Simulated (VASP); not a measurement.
Write the native input for VASP 6.6.1 that does the following.

```
Task                   : single point
Functional             : r2SCAN
Potentials or basis    : VASP PAW PBE potentials, release 64 (Cs_sv, H)
Cutoff                 : 520 eV
k mesh                 : 6 × 6 × 6
Occupations            : gaussian, width 0.02 eV
Spin                   : no spin polarisation
Dipole correction      : no
Further INCAR settings : ALGO = Normal; EDIFF = 1e-06; NBANDS = 12
```

CsH:

```
Cs H
1.0
     0.00000    3.18800    3.18800
     3.18800    0.00000    3.18800
     3.18800    3.18800    0.00000
Cs H
1 1
Direct
  0.00000 0.00000 0.00000
  0.50000 0.50000 0.50000
```

These files were run (other wordings do the same):

POSCAR

```
CsH
1.0
    0.0000000000      3.1880000000      3.1880000000
    3.1880000000      0.0000000000      3.1880000000
    3.1880000000      3.1880000000      0.0000000000
Cs H
1 1
Direct
    0.0000000000      0.0000000000      0.0000000000
    0.5000000000      0.5000000000      0.5000000000
```

INCAR.step1

```
PREC = Accurate
ENCUT = 520
ISMEAR = 0
SIGMA = 0.02
LREAL = F
LASPH = T
NELM = 60
NBANDS = 12
GGA = PE
ALGO = Normal
EDIFF = 1E-4
LWAVE = T
LCHARG = F
```

INCAR.step2

```
PREC = Accurate
ENCUT = 520
EDIFF = 1E-6
ISMEAR = 0
SIGMA = 0.02
LREAL = F
LASPH = T
NELM = 60
ALGO = Normal
ISIF = 2
LWAVE = F
LCHARG = T
METAGGA = R2SCAN
LMIXTAU = T
LELF = T
LVHAR = T
NBANDS = 12
ISTART = 1
```

KPOINTS

```
regular mesh
0
Gamma
  6 6 6
```

Potentials or basis: VASP PAW PBE potentials, release 64 (Cs_sv, H).

The run is started by

```console
$ cat potpaw_PBE.64/Cs_sv/POTCAR potpaw_PBE.64/H/POTCAR > POTCAR
$ cp INCAR.step1 INCAR
$ mpirun -np 1 vasp_std > vasp.out
$ cp INCAR.step2 INCAR
$ mpirun -np 1 vasp_std > vasp.out
```

Results of the run:

```yaml
Pressure: 0.0 GPa
Band_gap_on_the_k_mesh: 2.66 eV, direct
```

Caveat: the PAW data sets were made with another functional, which shifts forces and pressure a little; spin-orbit coupling is left out, which moves the levels of the heavy elements.

It took 57 s on 1 thread of Intel(R) Xeon(R) 6975P-C (Granite Rapids), on a shared host, peak memory 0.21 GiB.
